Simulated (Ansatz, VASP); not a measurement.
## One calculation of NbSb, two programs

```
CELL_PARAMETERS angstrom
3.59104 0.00000 0.00000
0.00000 3.59104 0.00000
0.00000 0.00000 6.51245
ATOMIC_POSITIONS crystal
Nb 0.50000 0.00000 0.86988
Nb 0.00000 0.50000 0.13012
Sb 0.50000 0.00000 0.32931
Sb 0.00000 0.50000 0.67069
```

Alike in both runs: functional PBE; k mesh 14 × 14 × 8; occupations gaussian, width 0.1 eV; no spin polarisation.

Ansatz relaxed the structure, and its values are those at the end. VASP's run is a single point on that final structure, the one shown.

|  | VASP | Ansatz |
| --- | --- | --- |
| version | VASP 6.6.1 | Ansatz 0.2.0 |
| potentials or method | VASP PAW PBE potentials, release 64 (Nb_sv, Sb), cutoff 520 eV | scalar-relativistic, plane waves, PAW |
| valence electrons in the cell | 36 | 56 |

|  | VASP | Ansatz | Ansatz less VASP |
| --- | --- | --- | --- |
| gap on the k mesh at the Fermi level (eV) | none | none | - |
| pressure (GPa) | -0.2 | 0.0 | +0.22 |
| rms of the force components (eV/Å) | 0.005 | 0.003 | -0.0022 |

A gap of «none» marks a metal or a gap that the smearing closes. VASP's potentials hold 36 valence electrons a cell and Ansatz's 56, so a difference there can come from the potentials and not from the codes.

Neither program's run includes spin-orbit coupling.
